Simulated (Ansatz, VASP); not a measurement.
**Two plane-wave programs on GaGe3**

The input INCAR:

```
PREC     = Accurate       # precision mode
ENCUT    = 520            # plane-wave cutoff, eV
EDIFF    = 1E-6           # SCF threshold, eV
ISMEAR   = 0              # smearing method
SIGMA    = 0.1            # smearing width, eV
LREAL    = False          # projectors in reciprocal space
LASPH    = True           # aspherical terms in the spheres
NELM     = 60             # most SCF steps
ALGO     = Normal         # electronic algorithm
ISIF     = 2              # what is computed and relaxed
LWAVE    = False          # write WAVECAR
LCHARG   = True           # write CHGCAR
GGA      = PE             # functional
LELF     = True           # ELF
LVHAR    = True         
NBANDS   = 36             # bands
```

Contents of KPOINTS:

```
Automatic mesh
0
Gamma
  6 6 6
```

POSCAR

```
GaGe3
1.0
   -2.0639914828      2.0639914828      4.6104744811
    2.0639914828     -2.0639914828      4.6104744811
    2.0639914828      2.0639914828     -4.6104744811
Ga Ge
1 3
Direct
    0.0000000000      0.0000000000      0.0000000000
    0.5000000000      0.5000000000      0.0000000000
    0.2500000000      0.7500000000      0.5000000000
    0.7500000000      0.2500000000      0.5000000000
```

Input for Ansatz:

```yaml
crystal:
  lattice:
    - [-2.0639914828, 2.0639914828, 4.6104744811]
    - [2.0639914828, -2.0639914828, 4.6104744811]
    - [2.0639914828, 2.0639914828, -4.6104744811]
  atoms:
    - { symbol: Ga, position: [0.0, 0.0, 0.0] }
    - { symbol: Ge, position: [0.5, 0.5, 0.0] }
    - { symbol: Ge, position: [0.25, 0.75, 0.5] }
    - { symbol: Ge, position: [0.75, 0.25, 0.5] }
basis:
  ecutwfc: 420
kpoints:
  mp_grid: { grid: [6, 6, 6] }
hamiltonian:
  xc: pbe
scf:
  occupations: { method: gaussian, width: 0.1 }
  lower_state_search: "off"
output:
  forces: true
  stress: true
  eigenvalues: true
```

Alike in both runs: task single point; functional PBE; k mesh 6 × 6 × 6; occupations gaussian, width 0.1 eV; no spin polarisation.

|  | VASP | Ansatz |
| --- | --- | --- |
| version | VASP 6.6.1 | Ansatz 0.2.0 |
| potentials or method | VASP PAW PBE potentials, release 64 (Ga_d, Ge_d), cutoff 520 eV | scalar-relativistic, plane waves, PAW |
| valence electrons in the cell | 55 | 55 |

Ansatz gave:

| Item | Value |
| --- | --- |
| gap on the k mesh at the Fermi level (eV) | none |
| pressure (GPa) | -0.5 |
| traceless stress, the component that is largest in VASP (GPa) | 1.03 |

Question: Which values does VASP return?

Answer: gap on the k mesh at the Fermi level (eV): none; pressure (GPa): -0.5; traceless stress, the component that is largest in VASP (GPa): 1.02.

A gap of «none» marks a metal or a gap that the smearing closes.
